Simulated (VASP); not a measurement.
# Ta4C3 (P4mm) in VASP: further runs

The runs below take Ta4C3 through single point, with PBEsol.

Everything below comes from runs of VASP 6.6.1. Logs are shortened: lines on timing, memory, paths and dates and some standing lists are left out, and cuts for length are marked.

## Step 1: The cell of the first run

The structure is tetragonal, space group P4mm (No. 99). The conventional cell has a = 4.403 Å, b = 4.403 Å, c = 4.403 Å, α = 90.00°, β = 90.00°, γ = 90.00°. Within 2.9 Å of Ta (site symmetry 4mm) lie 4 C at 2.20 Å. Ta (site symmetry 2mm) has 4 C at 2.15 to 2.26 Å within 2.8 Å. Within 2.6 Å of Ta (site symmetry 4mm) lie 6 C at 1.89 to 2.51 Å. Within 2.6 Å of C (site symmetry 4mm) lie 6 Ta at 1.89 to 2.51 Å. C (site symmetry 2mm) has 6 Ta at 2.15 to 2.26 Å and 2 C at 2.87 Å within 2.9 Å.

## Step 2: Single point, PBEsol (atoms displaced along a vibrational mode)

File INCAR:

```
SYSTEM = Ta4C3
  PREC = Accurate
  ENCUT = 520
  EDIFF = 1E-7
  ISMEAR = 0
  SIGMA = 0.15
  LREAL = .FALSE.
  LASPH = .TRUE.
  NELM = 100
  ALGO = Normal
  ISIF = 2
  LWAVE = .FALSE.
  LCHARG = .FALSE.
  GGA = PS
  NBANDS = 37
```

File KPOINTS:

```
Automatic mesh
0
G
  10 10 10
  0 0 0
```

File POSCAR:

```
Ta4C3
1.0
    4.4026022057      0.0000000000      0.0000000000
    0.0000000000      4.4026022057      0.0000000000
    0.0000000000      0.0000000000      4.4026022057
Ta C
4 3
Direct
    0.0004752045      0.5000000000      0.5000000000
    0.5001946954      0.0000000000      0.5000000000
    0.5001946954      0.5000000000      0.0000000000
    0.0019627591      0.0000000000      0.0000000000
    0.4318584814      0.0000000000      0.0000000000
    0.0127734567      0.5000000000      0.0000000000
    0.0127734567      0.0000000000      0.5000000000
```

Potentials or basis: VASP PAW PBE potentials, release 64 (Ta_pv, C).

Command:

```bash
cat potpaw_PBE.64/Ta_pv/POTCAR potpaw_PBE.64/C/POTCAR > POTCAR
mpirun -np 1 vasp_std > vasp.out
```

OUTCAR:

```text
SYSTEM = Ta4C3
   PREC = Accurate
   ENCUT = 520
   EDIFF = 1E-7
   ISMEAR = 0
   LREAL = .FALSE.
   LASPH = .TRUE.
   NELM = 100
   ISIF = 2
   GGA = PS

 ion  position               nearest neighbor table
   1  0.000  0.500  0.500-   6 2.20   7 2.20   6 2.20   7 2.20   3 3.11   2 3.11   2 3.11   3 3.11
                             4 3.11   4 3.11   4 3.11   4 3.11   2 3.11   3 3.11   3 3.11   2 3.11
   2  0.500  0.000  0.500-   7 2.15   5 2.22   5 2.22   7 2.26   4 3.11   4 3.11   1 3.11   1 3.11
                             3 3.11   3 3.11   3 3.11   3 3.11   1 3.11   1 3.11   4 3.12   4 3.12
   3  0.500  0.500  0.000-   6 2.15   5 2.22   5 2.22   6 2.26   4 3.11   4 3.11   1 3.11   1 3.11
                             2 3.11   2 3.11   2 3.11   2 3.11   1 3.11   1 3.11   4 3.12   4 3.12
   4  0.002  0.000  0.000-   5 1.89   6 2.20   7 2.20   7 2.20   6 2.20   5 2.51   3 3.11   3 3.11
                             2 3.11   2 3.11   1 3.11   1 3.11   1 3.11   1 3.11   3 3.12   2 3.12
   5  0.432  0.000  0.000-   4 1.89   3 2.22   2 2.22   2 2.22   3 2.22   4 2.51
   6  0.013  0.500  0.000-   3 2.15   4 2.20   4 2.20   1 2.20   1 2.20   3 2.26
   7  0.013  0.000  0.500-   2 2.15   4 2.20   4 2.20   1 2.20   1 2.20   2 2.26

  LATTYP: Found a simple cubic cell.
 ALAT       =     4.4026022057

  Lattice vectors:

 A1 = (   4.4026022057,   0.0000000000,   0.0000000000)
 A2 = (   0.0000000000,   4.4026022057,   0.0000000000)
 A3 = (   0.0000000000,   0.0000000000,   4.4026022057)

Analysis of symmetry for initial positions (statically):
=====================================================================
 Subroutine PRICEL returns:
 Original cell was already a primitive cell.

 Routine SETGRP: Setting up the symmetry group for a
 simple cubic supercell.

 Subroutine GETGRP returns: Found  8 space group operations
 (whereof  8 operations were pure point group operations)
 out of a pool of 48 trial point group operations.

The static configuration has the point symmetry C_4v.

Analysis of symmetry for dynamics (positions and initial velocities):
=====================================================================
 Subroutine PRICEL returns:
 Original cell was already a primitive cell.

 Routine SETGRP: Setting up the symmetry group for a
 simple cubic supercell.

 Subroutine GETGRP returns: Found  8 space group operations
 (whereof  8 operations were pure point group operations)
 out of a pool of 48 trial point group operations.

The dynamic configuration has the point symmetry C_4v.

 Subroutine INISYM returns: Found  8 space group operations
 (whereof  8 operations are pure point group operations),
 and found     1 'primitive' translations

----------------------------------------------------------------------------------------

                                     Primitive cell

  volume of cell :      85.3352

  direct lattice vectors                    reciprocal lattice vectors
     4.402602206  0.000000000  0.000000000     0.227138395  0.000000000  0.000000000
     0.000000000  4.402602206  0.000000000     0.000000000  0.227138395  0.000000000
     0.000000000  0.000000000  4.402602206     0.000000000  0.000000000  0.227138395

  length of vectors
     4.402602206  4.402602206  4.402602206     0.227138395  0.227138395  0.227138395

  position of ions in fractional coordinates (direct lattice)
     0.000475204  0.500000000  0.500000000
     0.500194695  0.000000000  0.500000000
     0.500194695  0.500000000  0.000000000
     0.001962759  0.000000000  0.000000000
     0.431858481  0.000000000  0.000000000
     0.012773457  0.500000000  0.000000000
     0.012773457  0.000000000  0.500000000

  ion indices of the primitive-cell ions
   primitive index   ion index
                 1           1
                 2           2
                 3           3
                 4           4
                 5           5
                 6           6
                 7           7

----------------------------------------------------------------------------------------

 KPOINTS: Automatic mesh

Automatic generation of k-mesh.
 Grid dimensions read from file:
 generate k-points for:   10   10   10

 Generating k-lattice:

  Cartesian coordinates                     Fractional coordinates (reciprocal lattice)
     0.022713840  0.000000000  0.000000000     0.100000000  0.000000000  0.000000000
     0.000000000  0.022713840  0.000000000     0.000000000  0.100000000  0.000000000
     0.000000000  0.000000000  0.022713840     0.000000000  0.000000000  0.100000000

  Length of vectors
     0.022713840  0.022713840  0.022713840

  Shift w.r.t. Gamma in fractional coordinates (k-lattice)
     0.000000000  0.000000000  0.000000000

 Subroutine IBZKPT returns following result:
 ===========================================

 Found    126 irreducible k-points:

 Following reciprocal coordinates:
            Coordinates               Weight
  0.000000  0.000000  0.000000      1.000000
  0.100000  0.000000  0.000000      2.000000
  0.000000  0.100000  0.000000      4.000000
  0.200000  0.000000  0.000000      2.000000
  0.000000  0.200000  0.000000      4.000000
  0.300000  0.000000  0.000000      2.000000
[... 16 lines left out ...]
  0.500000  0.100000  0.000000      4.000000
  0.000000  0.500000  0.100000      4.000000
 [... further k-points ...]
   k-points           NKPTS =    126   k-points in BZ     NKDIM =    126   number of bands    NBANDS=     37
   number of dos      NEDOS =    301   number of ions     NIONS =      7
   total plane-waves  NPLWV =  46656
   dimension x,y,z NGX =    36 NGY =   36 NGZ =   36
   dimension x,y,z NGXF=    72 NGYF=   72 NGZF=   72
   ions per type =               4   3
   NGX,Y,Z   is equivalent  to a cutoff of  13.59, 13.59, 13.59 a.u.
   NGXF,Y,Z  is equivalent  to a cutoff of  27.19, 27.19, 27.19 a.u.
 SYSTEM =  Ta4C3
   PREC   = accura    normal or accurate (medium, high low for compatibility)
   ISTART =      0    job   : 0-new  1-cont  2-samecut
   ICHARG =      2    charge: 1-file 2-atom 10-const
   ISPIN  =      1    spin polarized calculation?
   LNONCOLLINEAR =      F non collinear calculations
   LSORBIT =      F    spin-orbit coupling
   LASPH  =      T    aspherical Exc in radial PAW
   ENCUT  =  520.0 eV  38.22 Ry    6.18 a.u.   8.19  8.19  8.19*2*pi/ulx,y,z
   NELM   =    100;   NELMIN=  2; NELMDL= -5     # of ELM steps
   EDIFF  = 0.1E-06   stopping-criterion for ELM
   LREAL  =      F    real-space projection
   EDIFFG = 0.1E-05   stopping-criterion for IOM
   NSW    =      0    number of steps for IOM
   IBRION =     -1    ionic relax: 0-MD 1-quasi-New 2-CG
   NFREE  =      0    steps in history (QN), initial steepest desc. (CG)
   ISIF   =      2    stress and relaxation
   ISYM   =      2    0-nonsym 1-usesym 2-fastsym
   POTIM  = 0.5000    time-step for ionic-motion
   TEBEG  =    0.0;   TEEND  =   0.0 temperature during run
   PSTRESS=    0.0 pullay stress
   NELECT =      56.0000    total number of electrons
   NUPDOWN=      -1.0000    fix difference up-down
   EMIN   =  10.00;   EMAX   =-10.00  energy-range for DOS
   EFERMI =   0.00;   METHOD = LEGACY
   ISMEAR =     0;   SIGMA  =   0.15  broadening in eV -4-tet -1-fermi 0-gaus
   EFERMI_NEDOS =   21; number of points for ismear=-14 and -15
   IALGO  =     38    algorithm
   IMIX   =      4    mixing-type and parameters
     AMIX     =   0.40;   BMIX     =  1.00
     AMIX_MAG =   1.60;   BMIX_MAG =  1.00
  volume/ion in A,a.u.               =      12.19        82.27
  Fermi-wavevector in a.u.,A,eV,Ry     =   1.422639  2.688398 27.536857  2.023902
  Thomas-Fermi vector in A             =   2.543321
   LORBIT       =      0    0 simple, 1 ext, 2 COOP (PROOUT), +10 PAW based schemes
   GGA     = PS    functional components
   LHFCALC =     F    Hartree Fock is set to
   AEXX    =    0.0000 exact exchange contribution
   IVDW    =     0    specifies the selected vdW correction
   LEPSILON=     F    determine dielectric tensor
   LRPA    =     F    only Hartree local field effects (RPA)
 non-spin polarized calculation
 Gauss-broadening in eV      SIGMA  =   0.15
  energy-cutoff  :      520.00
  volume of cell :       85.34
 maximum number of plane-waves:      2325
 NGX is ok and might be reduce to    36
   NGX = 17   NGY = 17   NGZ = 17

 number of electron      56.0000019 magnetization

 Free energy of the ion-electron system (eV)
  ---------------------------------------------------
  ext. energy  EPLUGINS =         0.00000000
  ---------------------------------------------------
  free energy    TOTEN  =       -81.83676319 eV

  energy without entropy =      -81.79441788  energy(sigma->0) =      -81.81559054

 E-fermi :   7.1903     XC(G=0): -13.0990

 val. band max:        7.1870058469   @ k =   0.3000   0.3000   0.0000
 cond. band min:       7.1984318479   @ k =   0.3000   0.0000   0.5000
 fundamental gap:      0.0114260009
 Fermi energy:         7.1903218691

 k-point     1 :       0.0000    0.0000    0.0000
  band No.  band energies     occupation
      1     -28.0674      2.00000
      2     -27.9406      2.00000
      3     -27.9406      2.00000
      4     -27.4077      2.00000
      5     -27.3815      2.00000
      6     -27.3815      2.00000
[... 29 lines left out ...]
     36      11.2528      0.00000
     37      11.9221      0.00000

 k-point     2 :       0.1000    0.0000    0.0000
  band No.  band energies     occupation
      1     -28.0585      2.00000
      2     -27.9334      2.00000
      3     -27.9334      2.00000
      4     -27.4100      2.00000
      5     -27.3867      2.00000
      6     -27.3867      2.00000
[... 29 lines left out ...]
     36      11.3184      0.00000
     37      11.9236      0.00000
[... 838 lines left out ...]
     36      10.8947      0.00000
     37      11.3858      0.00000

 k-point    24 :       0.0000    0.5000    0.1000
  band No.  band energies     occupation
      1     -27.9977      2.00000
      2     -27.8663      2.00000
      3     -27.8169      2.00000
      4     -27.4676      2.00000
      5     -27.4436      2.00000
      6     -27.4015      2.00000
[... 29 lines left out ...]
     36      10.5999      0.00000
     37      10.8543      0.00000

 [... further k-points ...]

------------------------ aborting loop because EDIFF is reached ----------------------------------------

  FORCE on cell =-STRESS in cart. coord.  units (eV):
  Direction    XX          YY          ZZ          XY          YZ          ZX
  --------------------------------------------------------------------------------------
  -------------------------------------------------------------------------------------
  Total        7.3719690      0.3683477      0.3683477      0.0000000     -0.0000000     -0.0000000
  in kB      138.4094507      6.9157651      6.9157651      0.0000000     -0.0000000     -0.0000000
  external PRESSURE =      50.7469936 kB  Pullay stress =       0.0000000 kB

 VOLUME and BASIS-vectors are now :
 -----------------------------------------------------------------------------
  energy-cutoff  :      520.00
  volume of cell :       85.34
      direct lattice vectors                 reciprocal lattice vectors
     4.402602206  0.000000000  0.000000000     0.227138395  0.000000000  0.000000000
     0.000000000  4.402602206  0.000000000     0.000000000  0.227138395  0.000000000
     0.000000000  0.000000000  4.402602206     0.000000000  0.000000000  0.227138395

 POSITION                                       TOTAL-FORCE (eV/Angst)
 -----------------------------------------------------------------------------------
      0.00209      2.20130      2.20130        -0.597338     -0.000000      0.000000
      2.20216      0.00000      2.20130        -0.148909     -0.000000      0.000000
      2.20216      2.20130      0.00000        -0.148909     -0.000000      0.000000
      0.00864      0.00000      0.00000        -3.397761      0.000000     -0.000000
      1.90130      0.00000      0.00000         6.298990      0.000000     -0.000000
      0.05624      2.20130      0.00000        -1.003037     -0.000000      0.000000
      0.05624      0.00000      2.20130        -1.003037     -0.000000     -0.000000
 -----------------------------------------------------------------------------------
    total drift:                               -0.000225     -0.000000      0.000000

  FREE ENERGIE OF THE ION-ELECTRON SYSTEM (eV)
  ---------------------------------------------------
  free  energy   TOTEN  =       -81.8367631944 eV

  energy  without entropy=      -81.7944178828  energy(sigma->0) =      -81.81559054
```

Run time: 2.6 min. Hardware: 1 thread of Intel Xeon 6975P-C (Granite Rapids), shared host; peak memory 0.42 GiB.

What came out:

```yaml
Free_energy: -81.8368 eV
Pressure: 5.1 GPa
Largest_force: 6.299 eV/Å
Band_gap_on_the_k_mesh: zero (bands 28 and 29 overlap by 0.86 eV)
```

Forces on the atoms (eV/Å):
```
Ta  -0.597  0.000  0.000
Ta  -0.149  0.000  0.000
Ta  -0.149  0.000  0.000
Ta  -3.398  0.000  0.000
C    6.299  0.000  0.000
C   -1.003  0.000  0.000
C   -1.003  0.000  0.000
```

Caveat: the cell differs from its parent crystal (atoms displaced along a vibrational mode); the cell stands under pressure; the PAW data sets were made with another functional, which shifts forces and pressure a little; spin-orbit coupling is left out, which moves the levels of the heavy elements.

## Step 3: Single point, PBEsol (atoms displaced along a vibrational mode)

File INCAR:

```
ALGO = Normal
EDIFF = 1E-7
ENCUT = 520
GGA = PS
ISIF = 2
ISMEAR = 0
LASPH = T
LCHARG = F
LREAL = F
LWAVE = F
NBANDS = 37
NELM = 60
PREC = Accurate
SIGMA = 0.15
```

File KPOINTS:

```
k-points
0
Gamma
  10 10 10
```

File POSCAR:

```
Ta4C3
1.0
    4.4026022057      0.0000000000      0.0000000000
    0.0000000000      4.4026022057      0.0000000000
    0.0000000000      0.0000000000      4.4026022057
Ta C
4 3
Direct
   -0.0003564034      0.5000000000      0.5000000000
    0.4998539784      0.0000000000      0.5000000000
    0.4998539784      0.5000000000      0.0000000000
   -0.0014720693      0.0000000000      0.0000000000
    0.5511061389      0.0000000000      0.0000000000
   -0.0095800925      0.5000000000      0.0000000000
   -0.0095800925      0.0000000000      0.5000000000
```

Potentials or basis: VASP PAW PBE potentials, release 64 (Ta_pv, C).

Command:

```bash
cat potpaw_PBE.64/Ta_pv/POTCAR potpaw_PBE.64/C/POTCAR > POTCAR
mpirun -np 1 vasp_std > vasp.out
```

It took 2.7 min on 1 thread of Intel Xeon 6975P-C (Granite Rapids), shared host; peak memory 0.42 GiB.

The run converged. Its results:

| Item | Value |
| --- | --- |
| Free energy | -82.2674 eV |
| Pressure | 3.1 GPa |
| Largest force | 4.410 eV/Å |
| Band gap on the k mesh | zero (bands 28 and 29 overlap by 0.94 eV) |

Forces on the atoms (eV/Å):
```
Ta   0.423  0.000  0.000
Ta   0.141  0.000  0.000
Ta   0.141  0.000  0.000
Ta   2.190  0.000  0.000
C   -4.410  0.000  0.000
C    0.757  0.000  0.000
C    0.757  0.000  0.000
```

Stress tensor (GPa, compression positive):
```
7.76 0.00 0.00
0.00 0.77 0.00
0.00 0.00 0.77
```

Levels at points of the mesh, in eV from the Fermi level:
| k point | band 24 | band 25 | band 26 | band 27 | band 28 | band 29 | band 30 | band 31 | band 32 | band 33 |
| --- | --- | --- | --- | --- | --- | --- | --- | --- | --- | --- |
| (0.00, 0.00, 0.00) | -1.45 | -1.26 | -0.95 | -0.54 | -0.54 | -0.54 | -0.11 | -0.11 | 1.45 | 1.77 |
| (0.50, 0.00, 0.00) | -2.96 | -2.21 | -1.92 | -1.92 | 0.26 | 0.26 | 0.82 | 2.05 | 2.27 | 2.27 |
| (0.00, 0.50, 0.00) | -3.09 | -2.21 | -1.93 | -1.58 | 0.27 | 0.28 | 0.82 | 1.21 | 2.48 | 2.72 |
| (0.50, 0.50, 0.00) | -4.06 | -1.78 | -1.72 | -0.36 | -0.35 | 1.61 | 1.82 | 1.84 | 2.11 | 3.31 |
| (0.00, 0.50, 0.50) | -4.23 | -1.77 | -1.73 | -0.37 | -0.37 | 1.71 | 1.78 | 1.78 | 2.01 | 2.09 |
| (0.50, 0.50, 0.50) | -5.00 | -1.12 | -1.12 | -1.08 | -0.04 | 3.35 | 3.43 | 3.44 | 3.49 | 3.49 |

Caveat: the cell differs from its parent crystal (atoms displaced along a vibrational mode); the cell stands under pressure; the PAW data sets were made with another functional, which shifts forces and pressure a little; spin-orbit coupling is left out, which moves the levels of the heavy elements.

[end of part 1 of 2]
